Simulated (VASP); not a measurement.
# Al3HgF4 (Im-3m) in VASP: further runs, part 2 of 2

VASP 6.6.1. Earlier steps stand in the parts before.

## Step 4: Relaxation of cell and atoms, PBE

Contents of INCAR:

```
SYSTEM = Al3HgF4
PREC = Accurate
ENCUT = 600
EDIFF = 1E-6
ISMEAR = 0
SIGMA = 0.1
LREAL = .FALSE.
LASPH = .TRUE.
NELM = 100
ALGO = Normal
ISIF = 3
LWAVE = .FALSE.
LCHARG = .FALSE.
GGA = PE
IBRION = 2
NSW = 100
EDIFFG = -0.01
```

Contents of KPOINTS:

```
regular mesh
0
G
  8 8 8
  0 0 0
```

Contents of POSCAR:

```
Al3HgF4
1.0
   -3.1515877850      3.1515877850      3.1515877850
    3.1515877850     -3.1515877850      3.1515877850
    3.1515877850      3.1515877850     -3.1515877850
Al Hg F
3 1 4
Direct
    0.0000000000      0.5000000000      0.5000000000
    0.5000000000      0.0000000000      0.5000000000
    0.5000000000      0.5000000000      0.0000000000
    0.0000000000      0.0000000000      0.0000000000
    0.5000000000      0.5000000000      0.5000000000
    0.0000000000      0.0000000000      0.5000000000
    0.0000000000      0.5000000000      0.0000000000
    0.5000000000      0.0000000000      0.0000000000
```

Potentials or basis: VASP PAW PBE potentials, release 64 (Al, Hg, F).

The run is started by

```bash
cat potpaw_PBE.64/Al/POTCAR potpaw_PBE.64/Hg/POTCAR potpaw_PBE.64/F/POTCAR > POTCAR
mpirun -np 1 vasp_std > vasp.out
```

OUTCAR:

```text
SYSTEM = Al3HgF4
   PREC = Accurate
   ENCUT = 600
   EDIFF = 1E-6
   ISMEAR = 0
   LREAL = .FALSE.
   LASPH = .TRUE.
   NELM = 100
   ISIF = 3
   GGA = PE
   IBRION = 2
   NSW = 100
   EDIFFG = -0.01

 ion  position               nearest neighbor table
   1  0.000  0.500  0.500-   2 3.15   3 3.15   4 3.15   4 3.15   3 3.15   2 3.15
   2  0.500  0.000  0.500-   1 3.15   3 3.15   4 3.15   3 3.15   4 3.15   1 3.15
   3  0.500  0.500  0.000-   1 3.15   2 3.15   4 3.15   2 3.15   1 3.15   4 3.15
   4  0.000  0.000  0.000-   5 2.73   6 2.73   7 2.73   8 2.73   6 2.73   7 2.73   8 2.73   5 2.73
                             3 3.15   1 3.15   1 3.15   2 3.15   3 3.15   2 3.15
   5  0.500  0.500  0.500-   4 2.73   4 2.73
   6  0.000  0.000  0.500-   4 2.73   4 2.73
   7  0.000  0.500  0.000-   4 2.73   4 2.73
   8  0.500  0.000  0.000-   4 2.73   4 2.73

  LATTYP: Found a body centered cubic cell.
 ALAT       =     6.3031755700

  Lattice vectors:

 A1 = (  -3.1515877850,   3.1515877850,   3.1515877850)
 A2 = (   3.1515877850,  -3.1515877850,   3.1515877850)
 A3 = (   3.1515877850,   3.1515877850,  -3.1515877850)

Analysis of symmetry for initial positions (statically):
=====================================================================
 Subroutine PRICEL returns:
 Original cell was already a primitive cell.

 Routine SETGRP: Setting up the symmetry group for a
 body centered cubic supercell.

 Subroutine GETGRP returns: Found 48 space group operations
 (whereof 48 operations were pure point group operations)
 out of a pool of 48 trial point group operations.

The static configuration has the point symmetry O_h .

Analysis of symmetry for dynamics (positions and initial velocities):
=====================================================================
 Subroutine PRICEL returns:
[... 203 lines left out ...]
    total drift:                                0.000000      0.000000     -0.000000

  FREE ENERGIE OF THE ION-ELECTRON SYSTEM (eV)
  ---------------------------------------------------
  free  energy   TOTEN  =       -26.5345405525 eV

  energy  without entropy=      -26.5172035563  energy(sigma->0) =      -26.52587205

--------------------------------------- Ionic step        2  -------------------------------------------

 number of electron      49.0000004 magnetization

 Free energy of the ion-electron system (eV)
  ---------------------------------------------------
  ext. energy  EPLUGINS =         0.00000000
  ---------------------------------------------------
  free energy    TOTEN  =       -26.53468096 eV

  energy without entropy =      -26.51735243  energy(sigma->0) =      -26.52601670

 E-fermi :   3.1595     XC(G=0):  -9.8229

 val. band max:        3.1326536028   @ k =   0.5000   0.5000   0.5000
 cond. band min:       3.1744907820   @ k =   0.3750   0.1250   0.0000
 fundamental gap:      0.0418371792
 Fermi energy:         3.1595487639

 k-point     1 :       0.0000    0.0000    0.0000
  band No.  band energies     occupation
      1     -19.3930      2.00000
      2     -19.1277      2.00000
      3     -19.1277      2.00000
      4     -19.1277      2.00000
      5      -2.7601      2.00000
      6      -2.7601      2.00000
[... 757 lines left out ...]
     28       6.1456      0.00000
     29       6.2895      0.00000

 [... further k-points ...]

------------------------ aborting loop because EDIFF is reached ----------------------------------------

  FORCE on cell =-STRESS in cart. coord.  units (eV):
  Direction    XX          YY          ZZ          XY          YZ          ZX
  --------------------------------------------------------------------------------------
  -------------------------------------------------------------------------------------
  Total       -0.0209982     -0.0209982     -0.0209982      0.0000000      0.0000000     -0.0000000
  in kB       -0.2692238     -0.2692238     -0.2692238      0.0000000      0.0000000     -0.0000000
  external PRESSURE =      -0.2692238 kB  Pullay stress =       0.0000000 kB

 VOLUME and BASIS-vectors are now :
 -----------------------------------------------------------------------------
  energy-cutoff  :      600.00
  volume of cell :      124.96
      direct lattice vectors                 reciprocal lattice vectors
    -3.149487901  3.149487901  3.149487901     0.000000000  0.158755968  0.158755968
     3.149487901 -3.149487901  3.149487901     0.158755968  0.000000000  0.158755968
     3.149487901  3.149487901 -3.149487901     0.158755968  0.158755968  0.000000000

 POSITION                                       TOTAL-FORCE (eV/Angst)
 -----------------------------------------------------------------------------------
      0.00000      3.14949      3.14949         0.000000      0.000000     -0.000000
      0.00000      3.14949      0.00000         0.000000     -0.000000     -0.000000
      0.00000      0.00000      3.14949         0.000000      0.000000      0.000000
     -3.14949      3.14949      3.14949         0.000000     -0.000000      0.000000
      1.57474      1.57474      1.57474         0.000000      0.000000     -0.000000
      1.57474      1.57474     -1.57474        -0.000000      0.000000     -0.000000
     -1.57474      1.57474      4.72423        -0.000000      0.000000     -0.000000
     -1.57474      1.57474      1.57474        -0.000000      0.000000      0.000000
 -----------------------------------------------------------------------------------
    total drift:                                0.000000      0.000000     -0.000000

  FREE ENERGIE OF THE ION-ELECTRON SYSTEM (eV)
  ---------------------------------------------------
  free  energy   TOTEN  =       -26.5346809620 eV

  energy  without entropy=      -26.5173524306  energy(sigma->0) =      -26.52601670

 reached required accuracy - stopping structural energy minimisation
```

OSZICAR:

```text
N       E                     dE             d eps       ncg     rms          rms(c)
DAV:   1     0.366766053866E+03    0.36677E+03   -0.26353E+04  1682   0.172E+03
DAV:   2     0.372640475129E+01   -0.36304E+03   -0.34545E+03  1937   0.358E+02
DAV:   3    -0.303425223832E+02   -0.34069E+02   -0.33289E+02  2038   0.109E+02
DAV:   4    -0.309268980303E+02   -0.58438E+00   -0.58274E+00  1812   0.155E+01
[... 14 lines left out ...]
DAV:   3    -0.265347069277E+02    0.24507E-03   -0.10182E-03  1906   0.328E-01    0.572E-02
DAV:   4    -0.265346887489E+02    0.18179E-04   -0.12458E-04  1828   0.783E-02    0.437E-02
DAV:   5    -0.265346852661E+02    0.34828E-05   -0.61417E-05  1892   0.636E-02    0.147E-02
DAV:   6    -0.265346809896E+02    0.42765E-05   -0.10790E-05  2105   0.357E-02    0.502E-03
DAV:   7    -0.265346809620E+02    0.27589E-07   -0.32824E-06  1404   0.172E-02
   2 F= -.26534681E+02 E0= -.26526017E+02  d E =-.140410E-03
```

Wall time 2.2 min (1 thread of Intel Xeon 6975P-C (Granite Rapids), shared host); peak memory 0.38 GiB.

Results:

- Free energy: -26.5347 eV
- Relaxed volume: 15.62 Å³/atom
- Relaxed cell: a = 5.455 Å, b = 5.455 Å, c = 5.455 Å, α = 109.47°, β = 109.47°, γ = 109.47°
- Space group after relaxing (to 0.1 Å): Im-3m (No. 229)
- Energy gained by relaxing: 0.0 meV/atom
- Ionic steps: 2
- Pressure after relaxing: 0.0 GPa
- Band gap on the k mesh: zero (an odd number of electrons rules out a gap without spin polarisation)

Step by step:
```csv
step,energy change (eV),largest force (eV/Å),pressure (GPa),volume (Å³)
1,0.0000,0.0000,-0.14,125.21
2,-0.0001,0.0000,-0.03,124.96
```

Final structure:
```yaml
crystal:
  lattice:
    - [-3.14949, 3.14949, 3.14949]
    - [3.14949, -3.14949, 3.14949]
    - [3.14949, 3.14949, -3.14949]
  atoms:
    - { symbol: Al, position: [0.00000, 0.50000, 0.50000] }
    - { symbol: Al, position: [0.50000, 0.00000, 0.50000] }
    - { symbol: Al, position: [0.50000, 0.50000, 0.00000] }
    - { symbol: Hg, position: [0.00000, 0.00000, 0.00000] }
    - { symbol: F, position: [0.50000, 0.50000, 0.50000] }
    - { symbol: F, position: [0.00000, 0.00000, 0.50000] }
    - { symbol: F, position: [0.00000, 0.50000, 0.00000] }
    - { symbol: F, position: [0.50000, 0.00000, 0.00000] }
```

Levels at points of the mesh, in eV from the Fermi level:
```tsv
k point	band 22	band 23	band 24	band 25	band 26	band 27	band 28	band 29
(0.00, 0.00, 0.00)	-3.34	-0.94	-0.94	-0.87	3.24	3.24	3.24	4.13
(0.50, 0.00, 0.00)	-1.44	-1.26	-0.32	0.11	2.20	3.04	3.79	3.94
(0.50, 0.50, 0.50)	-0.03	-0.03	0.25	0.36	0.36	0.36	2.74	2.74
```

Caveat: spin-orbit coupling is left out, which moves the levels of the heavy elements; an odd number of electrons without spin polarisation forces a metal; a magnetic or distorted state may lie lower.

The gap in the log of VASP goes by the Fermi energy; the results here count the filled bands.